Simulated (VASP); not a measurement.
Set up this calculation in VASP 6.6.1, as the native input.

```
Task                   : single point
Functional             : r2SCAN
Potentials or basis    : VASP PAW PBE potentials, release 64 (Zr_sv, N)
Cutoff                 : 660 eV
k mesh                 : 15 × 15 × 15
Occupations            : fermi-dirac, width 0.05 eV
Spin                   : no spin polarisation
Dipole correction      : no
Further INCAR settings : ALGO = Normal; EDIFF = 1e-06; NBANDS = 16
```

Crystal: ZrN (rocksalt type).

```
Zr N
1.0
     0.00000    2.12868    2.12868
     2.12868    0.00000    2.12868
     2.12868    2.12868    0.00000
Zr N
1 1
Direct
  0.00000 0.00000 0.00000
  0.50000 0.50000 0.50000
```

The input as run:

POSCAR

```
ZrN
1.0
    0.0000000000      2.1286782998      2.1286782998
    2.1286782998      0.0000000000      2.1286782998
    2.1286782998      2.1286782998      0.0000000000
Zr N
1 1
Direct
    0.0000000000      0.0000000000      0.0000000000
    0.5000000000      0.5000000000      0.5000000000
```

INCAR.step1

```
PREC = Accurate
ENCUT = 660
ISMEAR = -1
SIGMA = 0.05
LREAL = F
LASPH = T
NELM = 120
NBANDS = 16
GGA = PE
ALGO = Normal
EDIFF = 1E-5
LWAVE = T
LCHARG = F
GGA_COMPAT = F
```

INCAR.step2

```
PREC = Accurate
ENCUT = 660
EDIFF = 1E-6
ISMEAR = -1
SIGMA = 0.05
LREAL = F
LASPH = T
NELM = 120
ALGO = Normal
ISIF = 2
LWAVE = F
LCHARG = T
METAGGA = R2SCAN
LMIXTAU = T
LELF = T
LVHAR = T
NBANDS = 16
ISTART = 1
GGA_COMPAT = F
```

KPOINTS

```
Automatic mesh
0
Gamma
  15 15 15
```

Potentials or basis: VASP PAW PBE potentials, release 64 (Zr_sv, N).

Run with:

```console
$ cat potpaw_PBE.64/Zr_sv/POTCAR potpaw_PBE.64/N/POTCAR > POTCAR
$ cp INCAR.step1 INCAR
$ mpirun -np 1 vasp_std > vasp.out
$ cp INCAR.step2 INCAR
$ mpirun -np 1 vasp_std > vasp.out
```

It gave:

```yaml
Pressure: 94.7 GPa
Band_gap_on_the_k_mesh: zero (an odd number of electrons rules out a gap without spin polarisation)
```

Caveat: the cell stands under pressure; the PAW data sets were made with another functional, which shifts forces and pressure a little.

Run time: 2.4 min on 1 thread of Intel(R) Xeon(R) Platinum 8488C (Sapphire Rapids) (shared host), peak memory 0.2 GiB.
